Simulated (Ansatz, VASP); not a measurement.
**H in VASP and in Ansatz**

The input INCAR:

```
  PREC = Accurate
  ENCUT = 400
  EDIFF = 1E-8
  ISMEAR = -1
  SIGMA = 0.03
  LREAL = F
  LASPH = T
  NELM = 120
  ALGO = Normal
  ISIF = 2
  LWAVE = F
  LCHARG = F
  GGA = CA
  LEFG = T
  NBANDS = 8
  GGA_COMPAT = F
```

Contents of KPOINTS:

```
regular mesh
0
Gamma
  13 13 7
```

File POSCAR:

```
H
1.0
    2.0149994853      0.0000000000      0.0000000000
   -1.0074997427      1.7450407429      0.0000000000
    0.0000000000      0.0000000000      3.2370000000
H
2
Direct
    0.3333333333      0.6666666667      0.2500000000
    0.6666666667      0.3333333333      0.7500000000
```

Input for Ansatz:

```yaml
crystal:
  lattice:
    - [2.0149994853, 0.0, 0.0]
    - [-1.0074997427, 1.7450407429, 0.0]
    - [0.0, 0.0, 3.237]
  atoms:
    - { symbol: H, position: [0.3333333333, 0.6666666667, 0.25] }
    - { symbol: H, position: [0.6666666667, 0.3333333333, 0.75] }
kpoints:
  mp_grid: { grid: [13, 13, 7] }
  band_path:
    path:
      - [0.0, 0.0, 0.0]
      - [0.5, 0.0, 0.0]
      - [0.3333333333, 0.3333333333, 0.0]
      - [0.0, 0.0, 0.0]
      - [0.0, 0.0, 0.5]
      - [0.5, 0.0, 0.5]
      - [0.3333333333, 0.3333333333, 0.5]
      - [0.0, 0.0, 0.5]
      - [0.5, 0.0, 0.5]
    npoints: 5
scf:
  occupations: { method: fermi_dirac, width: 0.03 }
hamiltonian:
  xc: lda
  pseudopotentials: { kind: paw }
output:
  forces: true
  stress: true
  eigenvalues: true
  efg: { contact_densities: true }
```

Alike in both runs: task electric field gradients; functional LDA; k mesh 13 × 13 × 7; occupations fermi-dirac, width 0.03 eV; no spin polarisation.

|  | VASP | Ansatz |
| --- | --- | --- |
| version | VASP 6.6.1 | Ansatz 0.2.0 |
| potentials or method | VASP PAW LDA potentials, release 64 (H) | PAW with Ansatz's default frozen-core files, scalar-relativistic |
| plane-wave cutoff (eV) | 400 | 420 |
| valence electrons in the cell | 2 | 2 |

Ansatz gave:

```
pressure (GPa)                                                : -25.6
traceless stress, the component that is largest in VASP (GPa) : -2.14
```

Question: What did VASP give for the same quantities?

Answer: Pressure (GPa): -26.5; traceless stress, the component that is largest in VASP (GPa): -2.06.

LDA's correlation is that of Perdew and Zunger in VASP and of Perdew and Wang (1992) in Ansatz.
